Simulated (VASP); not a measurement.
# BiTe (Fm-3m) in VASP: notebook, part 2 of 2

VASP 6.6.1. The steps go on from the part before.

## (5) Single point, PBE

File INCAR:

```
SYSTEM = BiTe
  ALGO = Normal
  EDIFF = 1E-6
  ENCUT = 520
  GGA = PE
  ISIF = 2
  ISMEAR = 0
  LASPH = .True.
  LCHARG = .False.
  LREAL = .False.
  LWAVE = .False.
  NBANDS = 18
  NELM = 80
  PREC = Accurate
  SIGMA = 0.014
```

File KPOINTS:

```
k-points
0
Gamma
  7 7 7
  0 0 0
```

File POSCAR:

```
BiTe
1.0
    0.0000000000      3.2350000000      3.2350000000
    3.2350000000      0.0000000000      3.2350000000
    3.2350000000      3.2350000000      0.0000000000
Bi Te
1 1
Direct
    0.0000000000      0.0000000000      0.0000000000
    0.5000000000      0.5000000000      0.5000000000
```

Potentials or basis: VASP PAW PBE potentials, release 64 (Bi_d, Te).

The run is started by

```console
cat potpaw_PBE.64/Bi_d/POTCAR potpaw_PBE.64/Te/POTCAR > POTCAR
mpirun -np 1 vasp_std > vasp.out
```

OUTCAR:

```text
SYSTEM = BiTe
   EDIFF = 1E-6
   ENCUT = 520
   GGA = PE
   ISIF = 2
   ISMEAR = 0
   LASPH = .True.
   LREAL = .False.
   NELM = 80
   PREC = Accurate

 ion  position               nearest neighbor table
   1  0.000  0.000  0.000-   2 3.23   2 3.23   2 3.23   2 3.23   2 3.23   2 3.23
   2  0.500  0.500  0.500-   1 3.23   1 3.23   1 3.23   1 3.23   1 3.23   1 3.23

  LATTYP: Found a face centered cubic cell.
 ALAT       =     6.4700000000

  Lattice vectors:

[... 602 lines left out ...]

  FORCE on cell =-STRESS in cart. coord.  units (eV):
  Direction    XX          YY          ZZ          XY          YZ          ZX
  --------------------------------------------------------------------------------------
  -------------------------------------------------------------------------------------
  Total        0.4079886      0.4079886      0.4079886      0.0000000      0.0000000      0.0000000
  in kB        9.6539647      9.6539647      9.6539647      0.0000000      0.0000000      0.0000000
  external PRESSURE =       9.6539647 kB  Pullay stress =       0.0000000 kB

 VOLUME and BASIS-vectors are now :
 -----------------------------------------------------------------------------
  energy-cutoff  :      520.00
  volume of cell :       67.71
      direct lattice vectors                 reciprocal lattice vectors
     0.000000000  3.235000000  3.235000000    -0.154559505  0.154559505  0.154559505
     3.235000000  0.000000000  3.235000000     0.154559505 -0.154559505  0.154559505
     3.235000000  3.235000000  0.000000000     0.154559505  0.154559505 -0.154559505

 POSITION                                       TOTAL-FORCE (eV/Angst)
 -----------------------------------------------------------------------------------
      0.00000      0.00000      0.00000         0.000000      0.000000      0.000000
      3.23500      3.23500      3.23500        -0.000000     -0.000000     -0.000000
 -----------------------------------------------------------------------------------
    total drift:                               -0.000000      0.000000      0.000000

  FREE ENERGIE OF THE ION-ELECTRON SYSTEM (eV)
  ---------------------------------------------------
  free  energy   TOTEN  =        -7.1435219284 eV

  energy  without entropy=       -7.1425601097  energy(sigma->0) =       -7.14304102
```

OSZICAR:

```text
N       E                     dE             d eps       ncg     rms          rms(c)
DAV:   1     0.158356859461E+03    0.15836E+03   -0.99461E+03   720   0.113E+03
DAV:   2     0.521614313490E+01   -0.15314E+03   -0.14927E+03   778   0.304E+02
DAV:   3    -0.683058051838E+01   -0.12047E+02   -0.11885E+02   928   0.897E+01
DAV:   4    -0.715587518377E+01   -0.32529E+00   -0.32505E+00   820   0.157E+01
DAV:   5    -0.717067418700E+01   -0.14799E-01   -0.14798E-01   994   0.320E+00    0.656E+00
DAV:   6    -0.713921404078E+01    0.31460E-01   -0.10512E-01  1018   0.195E+00    0.403E+00
DAV:   7    -0.714366933891E+01   -0.44553E-02   -0.29818E-02   808   0.851E-01    0.478E-01
DAV:   8    -0.714333439346E+01    0.33495E-03   -0.54313E-03   912   0.478E-01    0.193E-01
DAV:   9    -0.714351771292E+01   -0.18332E-03   -0.53587E-04   808   0.139E-01    0.102E-01
DAV:  10    -0.714351925514E+01   -0.15422E-05   -0.25937E-05   958   0.285E-02    0.513E-02
DAV:  11    -0.714352271781E+01   -0.34627E-05   -0.30312E-05   818   0.387E-02    0.198E-02
DAV:  12    -0.714352192837E+01    0.78944E-06   -0.59263E-06   798   0.192E-02
   1 F= -.71435219E+01 E0= -.71430410E+01  d E =-.961819E-03
```

stdout:

```text
POSCAR found type information on POSCAR BiTe
 POSCAR found :  2 types and       2 ions
 scaLAPACK will be used
 LDA part: xc-table for (Slater+PW92), standard interpolation
 POSCAR, INCAR and KPOINTS ok, starting setup
 FFT: planning ... GRIDC
 FFT: planning ... GRID_SOFT
 FFT: planning ... GRID
 WAVECAR not read
 entering main loop
```

Wall time 12 s (1 thread of Intel Xeon 6975P-C (Granite Rapids), shared host); peak memory 0.2 GiB.

Results:

| Property | Result |
| --- | --- |
| Free energy | -7.1435 eV |
| Pressure | 1.0 GPa |

Levels at points of the mesh, in eV from the Fermi level:
```tsv
k point	band 7	band 8	band 9	band 10	band 11	band 12	band 13	band 14
(0.00, 0.00, 0.00)	-8.16	-2.57	-2.57	-2.57	2.12	2.12	2.12	4.63
```

Caveat: spin-orbit coupling is left out, which moves the levels of the heavy elements.

## (6) Single point, PBE

File INCAR:

```
PREC = Accurate ; ENCUT = 520
EDIFF = 1E-6 ; ISMEAR = 0
SIGMA = 0.015 ; LREAL = F
LASPH = T ; NELM = 60
ALGO = Normal ; ISIF = 2
LWAVE = F ; LCHARG = F
GGA = PE ; NBANDS = 18
```

File KPOINTS:

```
regular mesh
0
Gamma
  7 7 7
```

POSCAR is that of step 5.

Potentials or basis: VASP PAW PBE potentials, release 64 (Bi_d, Te).

The run is started by

```console
cat potpaw_PBE.64/Bi_d/POTCAR potpaw_PBE.64/Te/POTCAR > POTCAR
mpirun -np 1 vasp_std > vasp.out
```

Run time: 11 s. Hardware: 1 thread of Intel Xeon 6975P-C (Granite Rapids), shared host; peak memory 0.2 GiB.

The run converged. Its results:

```yaml
Free_energy: -7.1436 eV
Pressure: 1.0 GPa
```

Levels at points of the mesh, in eV from the Fermi level:
| k point | band 6 | band 7 | band 8 | band 9 | band 10 | band 11 | band 12 | band 13 | band 14 | band 15 |
| --- | --- | --- | --- | --- | --- | --- | --- | --- | --- | --- |
| (0.00, 0.00, 0.00) | -13.55 | -8.16 | -2.57 | -2.57 | -2.57 | 2.12 | 2.12 | 2.12 | 4.63 | 4.63 |

Caveat: spin-orbit coupling is left out, which moves the levels of the heavy elements.

## (7) The runs side by side

| level | smearing | gap on the mesh (eV) | pressure (GPa) |
| --- | --- | --- | --- |
| BLYP | fermi-dirac 0.05 eV | none | 4.7 |
| PBE | gaussian 0.012 eV | none | 1.0 |
| PBE | gaussian 0.013 eV | none | 1.0 |
| PBE | gaussian 0.014 eV | none | 1.0 |
| PBE | gaussian 0.015 eV | none | 1.0 |

Alike in all rows: task single point; potentials or basis VASP PAW PBE potentials, release 64 (Bi_d, Te); no spin polarisation; cell as given; k mesh 7 × 7 × 7; cutoff (eV) 520.

Every run on the cell as given and a fine mesh finds a metal. The pressure there spans 1.0 GPa (PBE) to 4.7 GPa (BLYP); a positive pressure means that this level wants a larger cell, a negative one a smaller.

Caveats: spin-orbit coupling is left out, which moves the levels of the heavy elements; the PAW data sets were made with another functional, which shifts forces and pressure a little (some runs).

Total energies depend on the potentials used, so only differences within one code and one set of settings carry meaning.
